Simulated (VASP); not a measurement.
Here is a VASP 6.6.1 calculation.

The input INCAR:

```
  ALGO = Normal
  EDIFF = 1E-7
  ENCUT = 520
  GGA = CA
  ISIF = 2
  ISMEAR = 0
  LASPH = T
  LCHARG = F
  LREAL = F
  LWAVE = F
  NBANDS = 15
  NELM = 60
  PREC = Accurate
  SIGMA = 0.05
```

The input KPOINTS:

```
k-points
0
Gamma
  8 8 8
```

File POSCAR:

```
KF
1.0
    0.0000000000      2.6735000000      2.6735000000
    2.6735000000      0.0000000000      2.6735000000
    2.6735000000      2.6735000000      0.0000000000
K F
1 1
Direct
   -0.0233775949      0.0233775949      0.0233775949
    0.5000000000      0.5000000000      0.5000000000
```

Potentials or basis: VASP PAW LDA potentials, release 64 (K_sv, F).

Command:

```sh
$ cat potpaw_LDA.64/K_sv/POTCAR potpaw_LDA.64/F/POTCAR > POTCAR
$ mpirun -np 1 vasp_std > vasp.out
```

Task: What does it give for the band gap on the k mesh?

Result: 5.78 eV, direct.

Task: Estimate the largest force.

Result: 0.169 eV/Å.

Task: What does it give for the pressure?

Result: -3.2 GPa.

Stress tensor (GPa, compression positive):
```
-2.71  0.00  0.00
 0.00 -3.48  0.00
 0.00  0.00 -3.48
```

Caveat: the cell differs from its parent crystal (all K atoms moved +0.125 Å, as atom 1 along Cartesian [1 0 0]). A k mesh can miss the band edges.
